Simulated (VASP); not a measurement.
# Al15BN16 (a cell with a defect) in VASP: further runs, part 2 of 2

VASP 6.6.1. The steps go on from the part before.

### Step 3. Electric field gradients, PBE, collinear spin

INCAR reads:

```
SYSTEM = Al15BN16
ALGO = Normal
EDIFF = 1E-8
ENCUT = 520
GGA = PE
GGA_COMPAT = .False.
ISIF = 2
ISMEAR = -1
ISPIN = 2
ISYM = -1
KPAR = 1
LASPH = .True.
LCHARG = .False.
LEFG = .True.
LORBIT = 11
LREAL = Auto
LWAVE = .False.
MAGMOM = 0 0 0 0 0 0 0 0 0 0 0 0 0 0 0 0 0.07 0.05 0.04 0.05 0.07 0.04 0.04 0.05 0.07 0.04 0.04 0.05 0.05 0.04 0.04 0.06
NBANDS = 90
NELECT = 127.0
NELM = 200
NUPDOWN = 1.0
PREC = Accurate
SIGMA = 0.01
```

KPOINTS reads:

```
explicit points
4
Reciprocal
  0.25000000   0.25000000   0.25000000 2
  0.25000000   0.25000000   0.75000000 2
  0.25000000   0.75000000   0.25000000 2
  0.25000000   0.75000000   0.75000000 2
```

POSCAR reads:

```
Al15BN16
1.0
    6.2595139128      0.0000000578      0.0000000000
   -3.1297570064      5.4208980350      0.0000000000
    0.0000000000      0.0000000000     10.0348065929
Al B N
15 1 16
Direct
    0.3299859243      0.1689139709      0.2540656914
    0.3314880292      0.1675278555      0.7444100874
    0.1653838956      0.3332522520      0.9988742919
    0.3300973828      0.6610567572      0.2543774716
    0.1583329853      0.8291006411      0.5006584020
    0.3316783486      0.6627021656      0.7436096479
    0.1679039487      0.8345655188      1.0000614158
    0.8383691572      0.1690691754      0.2542927073
    0.6683840943      0.3400099928      0.5013216656
    0.8356243872      0.1672388997      0.7443993870
    0.6652824017      0.3314980153      0.9999690519
    0.8326421024      0.6668439851      0.2500975607
    0.6662595347      0.8305588428      0.5011312573
    0.8325631687      0.6659081220      0.7518129121
    0.6652154776      0.8349456929      0.9999179799
    0.1659231710      0.3319803836      0.5052736578
    0.3144143909      0.1842156864      0.4496909780
    0.1681154440      0.3326596665      0.1898543699
    0.3311421330      0.1695118552      0.9375070759
    0.1680640863      0.3313480465      0.6694826935
    0.3118893639      0.6346491149      0.4490745488
    0.1707364182      0.8339699515      0.1942779167
    0.3308180815      0.6668503056      0.9369929428
    0.1665584666      0.8312019940      0.6904750732
    0.8647157863      0.1877524381      0.4494570528
    0.6662079878      0.3293494240      0.1942266043
    0.8337265714      0.1693679782      0.9369206319
    0.6684234825      0.3329448601      0.6906017511
    0.8297116787      0.6686579002      0.4399193954
    0.6661279950      0.8338019810      0.1934898861
    0.8318521700      0.6685020025      0.9429292309
    0.6686567265      0.8312180807      0.6902527265
```

Potentials or basis: VASP PAW PBE potentials, release 64 (Al, B, N).

Started as:

```sh
$ cat potpaw_PBE.64/Al/POTCAR potpaw_PBE.64/B/POTCAR potpaw_PBE.64/N/POTCAR > POTCAR
$ mpirun -np 4 vasp_std > vasp.out
```

OUTCAR:

```text
SYSTEM = Al15BN16
   EDIFF = 1E-8
   ENCUT = 520
   GGA = PE
   ISIF = 2
   ISMEAR = -1
   ISPIN = 2
   ISYM = -1
   LASPH = .True.
   LORBIT = 11
   LREAL = Auto
   NELECT = 127.0
   NELM = 200
   NUPDOWN = 1.0
   PREC = Accurate

 ion  position               nearest neighbor table
   1  0.330  0.169  0.254-  18 1.88  22 1.91  26 1.92  17 1.97   8 3.08   4 3.08   5 3.08   9 3.09
                             3 3.12   7 3.13  12 3.13  11 3.13  12 3.13   4 3.18   8 3.18
   2  0.331  0.168  0.744-  24 1.90  28 1.90  20 1.93  19 1.94   9 3.05   5 3.06   6 3.10  10 3.10
                             3 3.12  14 3.13  14 3.13   7 3.14  11 3.14  10 3.16   6 3.16
   3  0.165  0.333  0.999-  19 1.89  27 1.90  23 1.91  18 1.92   8 3.12  10 3.12   4 3.12   1 3.12
                             6 3.12   2 3.12  11 3.12  15 3.13   7 3.13   7 3.13  15 3.13  11 3.13
   4  0.330  0.661  0.254-  18 1.89  22 1.90  30 1.92  21 1.96  13 3.07   8 3.08   1 3.08   5 3.08
                             3 3.12  12 3.13  12 3.13  15 3.13   7 3.13   1 3.18   8 3.18
   5  0.158  0.829  0.501-  29 1.88  24 1.91  21 1.96  17 2.00   6 3.06   2 3.06   9 3.06  12 3.07
                            14 3.08   4 3.08  13 3.08   1 3.08  13 3.17   9 3.20
   6  0.332  0.663  0.744-  24 1.89  32 1.90  23 1.94  20 1.94  13 3.03   5 3.06   2 3.10  10 3.10
                             3 3.12  14 3.13  14 3.14  15 3.14   7 3.15  10 3.16   2 3.16
   7  0.168  0.835  0.000-  23 1.90  31 1.91  19 1.92  22 1.95  14 3.08  12 3.10  15 3.11  11 3.11
                             1 3.13   3 3.13   3 3.13   4 3.13   2 3.14  11 3.15  15 3.15   6 3.15
   8  0.838  0.169  0.254-  26 1.90  18 1.90  30 1.92  25 1.96   1 3.08   4 3.08  13 3.08   9 3.09
                             3 3.12  12 3.13  15 3.13  11 3.13  12 3.13   4 3.18   1 3.18
   9  0.668  0.340  0.501-  29 1.89  28 1.90  25 1.96  17 1.99   2 3.05  10 3.06   5 3.06  14 3.07
[... 16 lines left out ...]
  19  0.331  0.170  0.938-   3 1.89  11 1.92   7 1.92   2 1.94
  20  0.168  0.331  0.669-  16 1.65   2 1.93   6 1.94  10 1.95
  21  0.312  0.635  0.449-  16 1.74   4 1.96   5 1.96  13 1.99
[... 9 lines left out ...]
  31  0.832  0.669  0.943-  15 1.89   7 1.91  11 1.91  14 1.92
  32  0.669  0.831  0.690-  14 1.89  13 1.90  10 1.90   6 1.90

IMPORTANT INFORMATION: All symmetrisations will be switched off!
NOSYMM: (Re-)initialisation of all symmetry stuff for point group C_1.

----------------------------------------------------------------------------------------

                                     Primitive cell

  volume of cell :     340.5029
[... 859 lines left out ...]
 ion       V_xx      V_yy      V_zz      V_xy      V_xz      V_yz
---------------------------------------------------------------------
   1      -6.480    -3.182     9.662     4.280     0.186    -0.400
   2      -1.434    -5.088     6.523    -2.480    -3.287     1.577
   3      -3.639    -0.402     4.041     1.031     0.437    -1.025
   4      -0.955    -6.732     7.687     1.724    -0.520     1.925
   5      -3.454     3.425     0.029     0.268    -8.820    -7.022
   6      -9.130     1.519     7.611     1.914    -0.859    -2.226
[... 24 lines left out ...]
  31      -3.095    -0.727     3.821     1.591     0.445    -0.181
  32      -1.938     2.951    -1.013     4.227     2.627    -1.520
---------------------------------------------------------------------

 Electric field gradients after diagonalization (V/A^2)
 (convention: |V_zz| > |V_xx| > |V_yy|)
----------------------------------------------------------------------
 ion       V_xx      V_yy      V_zz     asymmetry (V_yy - V_xx)/ V_zz
----------------------------------------------------------------------
   1      -9.425    -0.249     9.674       0.949
   2      -6.342    -1.780     8.123       0.562
   3      -4.003    -0.268     4.271       0.874
   4      -7.470    -0.480     7.949       0.879
   5      11.555     0.456   -12.011       0.924
   6       8.452     1.024    -9.476       0.784
[... 24 lines left out ...]
  31       3.851     0.072    -3.923       0.963
  32       5.390     0.775    -6.165       0.749
----------------------------------------------------------------------

           NMR quadrupolar parameters

 Cq : quadrupolar parameter    Cq=e*Q*V_zz/h
 eta: asymmetry parameters     (V_yy - V_xx)/ V_zz
 Q  : nuclear electric quadrupole moment in mb (millibarn)
----------------------------------------------------------------------
 ion       Cq(MHz)       eta       Q (mb)
----------------------------------------------------------------------
   1       0.023       0.949       1.000
   2       0.020       0.562       1.000
   3       0.010       0.874       1.000
   4       0.019       0.879       1.000
   5      -0.029       0.924       1.000
   6      -0.023       0.784       1.000
[... 24 lines left out ...]
  31      -0.009       0.963       1.000
  32      -0.015       0.749       1.000
----------------------------------------------------------------------

 total charge

# of ion       s       p       d       tot
------------------------------------------
    1        0.363   0.418   0.000   0.781
    2        0.362   0.417   0.000   0.778
    3        0.365   0.427   0.000   0.792
    4        0.363   0.419   0.000   0.782
    5        0.362   0.408   0.000   0.770
    6        0.362   0.416   0.000   0.778
[... 24 lines left out ...]
   31        1.224   2.604   0.000   3.827
   32        1.226   2.614   0.000   3.840
--------------------------------------------------
tot         25.598  48.638   0.000  74.236

 magnetization (x)

# of ion       s       p       d       tot
------------------------------------------
    1       -0.001   0.000   0.000  -0.001
    2       -0.001   0.000   0.000  -0.001
    3       -0.001   0.002   0.000   0.001
    4       -0.001   0.000   0.000  -0.001
    5       -0.001   0.000   0.000  -0.001
    6       -0.001   0.001   0.000  -0.000
[... 24 lines left out ...]
   31        0.001   0.036   0.000   0.037
   32        0.001   0.050   0.000   0.051
--------------------------------------------------
tot          0.000   0.719   0.000   0.719
```

OSZICAR:

```text
N       E                     dE             d eps       ncg     rms          rms(c)
DAV:   1     0.498205585218E+03    0.49821E+03   -0.58397E+04  1472   0.124E+03
DAV:   2    -0.224192852817E+03   -0.72240E+03   -0.69062E+03  1880   0.255E+02
DAV:   3    -0.276175056976E+03   -0.51982E+02   -0.51491E+02  1832   0.710E+01
[... 13 lines left out ...]
DAV:  17    -0.244219414790E+03   -0.12582E-05   -0.32220E-06  1672   0.635E-03    0.392E-03
DAV:  18    -0.244219415211E+03   -0.42159E-06   -0.96062E-07  1728   0.357E-03    0.160E-03
DAV:  19    -0.244219415259E+03   -0.47292E-07   -0.24389E-07  1856   0.182E-03    0.800E-04
DAV:  20    -0.244219415270E+03   -0.11219E-07   -0.58093E-08  1680   0.852E-04    0.486E-04
DAV:  21    -0.244219415271E+03   -0.98862E-09   -0.15536E-08  1112   0.438E-04
   1 F= -.24421942E+03 E0= -.24421883E+03  d E =-.118039E-02  mag=     1.0000
```

stdout:

```text
POSCAR found type information on POSCAR AlB N
 POSCAR found :  3 types and      32 ions
 scaLAPACK will be used
 LDA part: xc-table for (Slater+PW92), standard interpolation
 -----------------------------------------------------------------------------
[... 28 lines left out ...]
     0.0000661    -0.2561570     0.0106461    -0.4986540     0.0122248     0.0993863
     0.0000910    -0.2561570     0.0106461    -0.4986540     0.0122248     0.0993863
[... 89 lines left out ...]
     0.0000349    -1.9401855    -9.6692785     1.1316621    -0.8770464    -1.5506122
     0.0000480    -1.9401839    -9.6692704     1.1316612    -0.8770457    -1.5506110
     0.0000661    -1.9401811    -9.6692568     1.1316596    -0.8770444    -1.5506088
     0.0000910    -1.9401766    -9.6692342     1.1316571    -0.8770424    -1.5506053

ion  10
     0.0000349    -0.3913914    -0.0550710    -0.3069635
```

Wall time 2.2 min (4 MPI ranks of Intel Xeon 6975P-C (Granite Rapids), shared host); peak memory 0.29 GiB.

Results:

```
Free energy                                           : -244.2194 eV
Largest force                                         : 0.388 eV/Å
Net moment                                            : 1.00 μB per cell
Site moments                                          : Al -0.00, +0.00 (each value once); B -0.00; N +0.07, +0.05, +0.04, +0.06, +0.03 (each value once) μB
Largest electric field gradient by atom               : Al +9.7, +8.1, +4.3, +7.9, -12.0, -9.5, +8.5, +8.6, -11.8, -9.7, +8.4, +5.8, -15.2, -3.7, +7.5; B -4.2; N +29.8, +3.7, +7.6, +29.5, +37.8, +7.7, +7.4, +5.1, +37.2, +7.2, +5.0, +5.9, -3.9, -6.2 (each value once) V/Å²
Valence electrons inside the program's atomic spheres : Al 0.78, 0.79, 0.77 (each value once); B 1.60; N 3.74, 3.84, 3.82, 3.79, 3.81, 3.86, 3.83 (each value once)
```

Forces on the atoms (eV/Å):
```
Al   0.019  0.064  0.011
Al   0.153 -0.083  0.020
Al  -0.023  0.148  0.134
Al   0.103 -0.157 -0.035
Al   0.004  0.089  0.159
Al   0.000  0.036  0.098
Al  -0.081  0.083 -0.036
Al   0.207  0.069  0.012
Al   0.017 -0.032  0.055
Al   0.069  0.011 -0.029
Al  -0.128  0.112  0.001
Al   0.105 -0.062 -0.092
Al  -0.074  0.154  0.003
Al   0.189 -0.028  0.027
Al  -0.107  0.020 -0.022
B   -0.012 -0.007  0.203
N    0.043 -0.037 -0.113
N   -0.227  0.039 -0.159
N    0.147 -0.142 -0.059
N   -0.218  0.083 -0.165
N    0.324  0.049 -0.034
N   -0.201  0.055  0.007
N    0.186 -0.156 -0.013
N   -0.249  0.057 -0.033
N    0.115 -0.365 -0.067
N   -0.178  0.074  0.003
N    0.150 -0.139  0.020
N   -0.238  0.136  0.008
N    0.132 -0.088 -0.067
N   -0.202  0.103  0.106
N    0.163 -0.137  0.062
N   -0.190  0.053 -0.004
```

Electric field gradients, principal values (V/Å²):
```tsv
atom	least	middle	greatest (by size)
1 Al	-0.249	-9.425	9.674
2 Al	-1.780	-6.342	8.123
3 Al	-0.268	-4.003	4.271
4 Al	-0.480	-7.470	7.949
5 Al	0.456	11.555	-12.011
6 Al	1.024	8.452	-9.476
7 Al	-2.519	-5.983	8.503
8 Al	-1.817	-6.798	8.615
9 Al	0.989	10.825	-11.814
10 Al	3.107	6.640	-9.747
11 Al	-2.433	-5.999	8.433
12 Al	-0.901	-4.860	5.761
13 Al	5.307	9.852	-15.158
14 Al	0.155	3.573	-3.727
15 Al	-2.036	-5.422	7.458
16 B	0.961	3.289	-4.250
17 N	-11.590	-18.162	29.751
18 N	-0.195	-3.479	3.674
19 N	-1.869	-5.760	7.628
20 N	-9.992	-19.469	29.461
21 N	-16.860	-20.976	37.835
22 N	-2.218	-5.454	7.672
23 N	-1.452	-5.983	7.435
24 N	-0.844	-4.234	5.079
25 N	-16.204	-21.000	37.204
26 N	-2.159	-5.590	7.749
27 N	-1.855	-5.360	7.215
28 N	-1.004	-3.967	4.971
29 N	-1.304	-4.644	5.948
30 N	-0.545	-7.056	7.602
31 N	0.072	3.851	-3.923
32 N	0.775	5.390	-6.165
```

Caveat: the cell carries a net charge on a neutralising background, which shifts energy and pressure; without QUAD_EFG the Cq values of the log hold for a quadrupole moment of 1 mb, not for the nuclei; the total moment is fixed, so each spin has its own Fermi level and the state may be an excited one.
